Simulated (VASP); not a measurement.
# Si (Imma) in VASP: a series of runs, part 2 of 2

VASP 6.6.1. Earlier steps stand in the parts before.

## (4) Single point, r2SCAN (strain +0.0025 x Voigt [0, 0, 0, 0, 1, 0])

POSCAR

```
Si
1.0
    0.0033943375      2.7154700000      2.7154700000
    2.7188643375      0.0000000000      2.7188643375
    2.7154700000      2.7154700000      0.0033943375
Si
2
Direct
    0.5000000000      0.5000000000      0.5000000000
    0.7500000000      0.7500000000      0.7500000000
```

INCAR.step1

```
SYSTEM = Si
  PREC = Accurate
  ENCUT = 520
  ISMEAR = 0
  SIGMA = 0.05
  LREAL = .False.
  LASPH = .True.
  NELM = 80
  NBANDS = 11
  GGA = PE
  ALGO = Normal
  EDIFF = 1E-4
  LWAVE = .True.
  LCHARG = .False.
```

INCAR.step2

```
SYSTEM = Si
  PREC = Accurate
  ENCUT = 520
  EDIFF = 1E-7
  ISMEAR = 0
  SIGMA = 0.05
  LREAL = .False.
  LASPH = .True.
  NELM = 80
  ALGO = Normal
  ISIF = 2
  LWAVE = .False.
  LCHARG = .False.
  METAGGA = R2SCAN
  LMIXTAU = .True.
  NBANDS = 11
  ISTART = 1
```

KPOINTS

```
regular mesh
0
Gamma
  10 10 10
  0 0 0
```

Potentials or basis: VASP PAW PBE potentials, release 64 (Si).

Run with:

```
$ cat potpaw_PBE.64/Si/POTCAR > POTCAR
$ cp INCAR.step1 INCAR
$ mpirun -np 1 vasp_std > vasp.out
$ cp INCAR.step2 INCAR
$ mpirun -np 1 vasp_std > vasp.out
```

OUTCAR:

```text
SYSTEM = Si
   PREC = Accurate
   ENCUT = 520
   EDIFF = 1E-7
   ISMEAR = 0
   LREAL = .False.
   LASPH = .True.
   NELM = 80
   ISIF = 2
   METAGGA = R2SCAN
   ISTART = 1

 ion  position               nearest neighbor table
   1  0.500  0.500  0.500-   2 2.35   2 2.35   2 2.35   2 2.35
   2  0.750  0.750  0.750-   1 2.35   1 2.35   1 2.35   1 2.35

  LATTYP: Found a body centered orthorhombic cell.
 ALAT       =     3.8354541841
 B/A-ratio  =     1.0025031289
 C/A-ratio  =     1.4159835418

  Lattice vectors:

 A1 = (   0.0033943375,  -2.7154700000,   2.7154700000)
 A2 = (  -0.0033943375,  -2.7154700000,  -2.7154700000)
 A3 = (   2.7154700000,   2.7154700000,   0.0033943375)

Analysis of symmetry for initial positions (statically):
=====================================================================
 Subroutine PRICEL returns:
 Original cell was already a primitive cell.

 Routine SETGRP: Setting up the symmetry group for a
 body centered orthorhombic supercell.

 Subroutine GETGRP returns: Found  8 space group operations
 (whereof  4 operations were pure point group operations)
 out of a pool of  8 trial point group operations.

The static configuration has the point symmetry C_2v.
 The point group associated with its full space group is D_2h.

Analysis of symmetry for dynamics (positions and initial velocities):
=====================================================================
 Subroutine PRICEL returns:
 Original cell was already a primitive cell.

 Routine SETGRP: Setting up the symmetry group for a
 body centered orthorhombic supercell.

 Subroutine GETGRP returns: Found  8 space group operations
 (whereof  4 operations were pure point group operations)
 out of a pool of  8 trial point group operations.

The dynamic configuration has the point symmetry C_2v.
 The point group associated with its full space group is D_2h.

 Subroutine INISYM returns: Found  8 space group operations
 (whereof  4 operations are pure point group operations),
 and found     1 'primitive' translations

----------------------------------------------------------------------------------------

[... 123 lines left out ...]
 non-spin polarized calculation
 Gauss-broadening in eV      SIGMA  =   0.05
  energy-cutoff  :      520.00
  volume of cell :       40.05
 maximum number of plane-waves:      1098
 NGX is ok and might be reduce to    30
   NGX = 15   NGY = 15   NGZ = 15

 number of electron       8.0000000 magnetization

 Free energy of the ion-electron system (eV)
  ---------------------------------------------------
  ext. energy  EPLUGINS =         0.00000000
  ---------------------------------------------------
  free energy    TOTEN  =       -17.54953011 eV

  energy without entropy =      -17.54953011  energy(sigma->0) =      -17.54953011

 E-fermi :   5.9635     XC(G=0):  -9.8547

 val. band max:        5.7396452185   @ k =   0.0000   0.0000   0.0000
 cond. band min:       6.5171741009   @ k =   0.4000   0.0000   0.4000
 fundamental gap:      0.7775288824
 Fermi energy:         5.9635184784

 k-point     1 :       0.0000    0.0000    0.0000
  band No.  band energies     occupation
      1      -6.7889      2.00000
      2       5.7335      2.00000
      3       5.7365      2.00000
      4       5.7396      2.00000
      5       8.4752      0.00000
      6       8.4944      0.00000
      7       8.5148      0.00000
      8       9.7249      0.00000
      9      13.8631      0.00000
     10      13.8632      0.00000
     11      14.4402      0.00000
[... 309 lines left out ...]
 k-point    24 :      -0.3000    0.2000    0.0000
  band No.  band energies     occupation
      1      -4.6112      2.00000
      2      -0.2062      2.00000
      3       2.1368      2.00000
      4       4.3403      2.00000
      5       8.4796      0.00000
      6      10.5867      0.00000
      7      10.7335      0.00000
      8      12.9810      0.00000
      9      13.0159      0.00000
     10      15.9617      0.00000
     11      18.4211      0.00000

 [... further k-points ...]

------------------------ aborting loop because EDIFF is reached ----------------------------------------

  FORCE on cell =-STRESS in cart. coord.  units (eV):
  Direction    XX          YY          ZZ          XY          YZ          ZX
  --------------------------------------------------------------------------------------
  -------------------------------------------------------------------------------------
  Total        0.1190643      0.1189911      0.1190643      0.0000000      0.0000000     -0.0686947
  in kB        4.7635184      4.7605876      4.7635184      0.0000000      0.0000000     -2.7483335
  external PRESSURE =       4.7625415 kB  Pullay stress =       0.0000000 kB

 VOLUME and BASIS-vectors are now :
 -----------------------------------------------------------------------------
  energy-cutoff  :      520.00
  volume of cell :       40.05
      direct lattice vectors                 reciprocal lattice vectors
     0.003394338  2.715470000  2.715470000    -0.184360638  0.184130187  0.184360638
     2.718864337  0.000000000  2.718864337     0.183900312 -0.184130187  0.183900312
     2.715470000  2.715470000  0.003394338     0.184360638  0.184130187 -0.184360638

 POSITION                                       TOTAL-FORCE (eV/Angst)
 -----------------------------------------------------------------------------------
      2.71886      2.71547      2.71886         0.000000      0.024310      0.000000
      4.07830      4.07320      4.07830        -0.000000     -0.024310     -0.000000
 -----------------------------------------------------------------------------------
    total drift:                                0.000000     -0.000000     -0.000000

  FREE ENERGIE OF THE ION-ELECTRON SYSTEM (eV)
  ---------------------------------------------------
  free  energy   TOTEN  =       -17.5495301135 eV

  energy  without entropy=      -17.5495301135  energy(sigma->0) =      -17.54953011
```

It took 5.3 min on 1 thread of Intel Xeon 8259CL, shared host; peak memory 0.17 GiB.

What came out:

```
Free energy            : -17.5495 eV
Pressure               : 0.5 GPa
Largest force          : 0.024 eV/Å
Band gap on the k mesh : 0.78 eV (least direct gap 2.74 eV)
```

Forces in eV/Å, atoms in the order of the input:
```
Si   0.000  0.024  0.000
Si   0.000 -0.024  0.000
```

Caveat: the cell differs from its parent crystal (strain +0.0025 x Voigt [0, 0, 0, 0, 1, 0]); the PAW data sets were made with another functional, which shifts forces and pressure a little.

## (5) The runs side by side

| cell | gap on the mesh (eV) | pressure (GPa) | largest force (eV/Å) |
| --- | --- | --- | --- |
| a = 3.840, b = 3.864 Å, angles 59.8, 59.6, 59.8°, 2 atoms | 0.76 | 0.5 | 0.12 |
| a = 3.840, b = 3.855 Å, angles 59.9, 59.8, 59.9°, 2 atoms | 0.77 | 0.5 | 0.07 |
| a = 3.840, b = 3.845 Å, angles 60.0°, 2 atoms | 0.78 | 0.5 | 0.02 |

Alike in all rows: task single point; level r2SCAN; potentials or basis VASP PAW PBE potentials, release 64 (Si); no spin polarisation; k mesh 10 × 10 × 10; cutoff (eV) 520; smearing gaussian 0.05 eV.

Caveats: the PAW data sets were made with another functional, which shifts forces and pressure a little.

Total energies depend on the potentials used, so only differences within one code and one set of settings carry meaning.
